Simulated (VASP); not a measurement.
HfN: single point with PBE

The system is HfN.

```xyz
2
Lattice="0.0000 2.3268 2.1912 2.3268 0.0000 2.1912 2.3268 2.3268 0.0000" Properties=species:S:1:pos:R:3 pbc="T T T"
Hf    0.0000    0.0000    0.0000
N     2.3268    2.3268    2.1912
```

This cell differs from its parent crystal: strain +0.030 along x and y, -0.030 along z.

| Property | Result |
| --- | --- |
| Program | VASP 6.6.1 |
| Task | single point |
| Functional | PBE |
| Potentials or basis | VASP PAW PBE potentials, release 64 (Hf_pv, N) |
| Cutoff | 520 eV |
| k mesh | 18 × 18 × 18 |
| Occupations | gaussian, width 0.15 eV |
| Spin | no spin polarisation |
| Dipole correction | no |
| Further INCAR settings | ALGO = Normal; EDIFF = 1e-06; NBANDS = 14 |

```
Pressure : -2.4 GPa
```

Stress tensor (GPa, compression positive):
```
-12.09   0.00   0.00
  0.00 -12.09   0.00
  0.00   0.00  17.05
```

Levels at points of the mesh, in eV from the Fermi level:
```tsv
k point	band 6	band 7	band 8	band 9	band 10	band 11
(0.00, 0.00, 0.00)	-3.09	-2.80	-0.53	-0.53	0.11	0.77
(0.50, 0.00, 0.00)	-6.10	-6.07	3.05	3.53	3.82	4.23
(0.50, 0.50, 0.00)	-3.87	-3.87	-3.80	3.97	5.22	5.29
(0.50, 0.00, 0.50)	-3.71	-3.61	-3.44	3.56	4.90	5.63
```

Wall time 35 s on 1 thread of Intel(R) Xeon(R) 6975P-C (Granite Rapids), with other jobs on the host, peak memory 0.28 GiB.

Caveat: the cell differs from its parent crystal (strain +0.030 along x and y, -0.030 along z); spin-orbit coupling is left out, which moves the levels of the heavy elements.
